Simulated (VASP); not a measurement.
Here is a VASP 6.6.1 calculation.

INCAR

```
SYSTEM = Ge2Sb2Te
PREC     = Accurate       ! precision mode
ENCUT    = 520            ! plane-wave cutoff, eV
EDIFF    = 1E-6           ! SCF threshold, eV
ISMEAR   = 0              ! smearing method
SIGMA    = 0.1            ! smearing width, eV
LREAL    = .FALSE.        ! projectors in reciprocal space
LASPH    = .TRUE.         ! aspherical terms in the spheres
NELM     = 60             ! most SCF steps
ALGO     = Normal         ! electronic algorithm
ISIF     = 2              ! what is computed and relaxed
LWAVE    = .FALSE.        ! write WAVECAR
LCHARG   = .FALSE.        ! write CHGCAR
GGA      = PE             ! functional
NBANDS   = 30             ! bands
```

File KPOINTS:

```
Automatic mesh
0
G
  12 12 4
  0 0 0
```

File POSCAR:

```
Ge2Sb2Te
1.0
    4.1011422529      0.0000000000      0.0000000000
   -2.0505711264      3.5516933755      0.0000000000
    0.0000000000      0.0000000000      9.1283227637
Ge Sb Te
2 2 1
Direct
    0.6666666667      0.3333333333      0.7987113521
    0.3333333333      0.6666666667      0.2012886479
    0.6666666667      0.3333333333      0.3842021831
    0.3333333333      0.6666666667      0.6157978169
    0.0000000000      0.0000000000      0.0000000000
```

Potentials or basis: VASP PAW PBE potentials, release 64 (Ge_d, Sb, Te).

The run is started by

```bash
$ cat potpaw_PBE.64/Ge_d/POTCAR potpaw_PBE.64/Sb/POTCAR potpaw_PBE.64/Te/POTCAR > POTCAR
$ mpirun -np 1 vasp_std > vasp.out
```

(1) What does it give for the largest force?

(2) Estimate the pressure.

(3) What does it give for the band gap on the k mesh?

## Answers

(1) 0.005 eV/Å.

(2) 0.0 GPa.

(3) zero (band 22 reaches 7.24 eV, above the bottom of band 23 at 5.53 eV).

Caveat: spin-orbit coupling is left out, which moves the levels of the heavy elements.
